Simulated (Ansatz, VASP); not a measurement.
## W: VASP beside Ansatz

```xyz
1
Lattice="-1.6746 1.5982 1.5982 1.5982 -1.6746 1.5982 1.5982 1.5982 -1.6746" Properties=species:S:1:pos:R:3 pbc="T T T"
W     0.0000    0.0000    0.0000
```

Alike in both runs: task single point; functional PBE; k mesh 24 × 24 × 24; occupations gaussian, width 0.15 eV; no spin polarisation.

|  | VASP | Ansatz |
| --- | --- | --- |
| version | VASP 6.6.1 | Ansatz 0.2.0 |
| potentials or method | VASP PAW PBE potentials, release 64 (W_sv), cutoff 520 eV | scalar-relativistic, plane waves, PAW |
| valence electrons in the cell | 14 | 14 |

|  | VASP | Ansatz | Ansatz less VASP |
| --- | --- | --- | --- |
| gap on the k mesh at the Fermi level (eV) | none | none | - |
| pressure (GPa) | -1.2 | -1.7 | -0.50 |
| traceless stress, the component that is largest in VASP (GPa) | 8.10 | 7.97 | -0.133 |

A gap of «none» marks a metal or a gap that the smearing closes. With one functional, cell and mesh, what is left measures potentials, basis and numerics.

Neither program's run includes spin-orbit coupling.
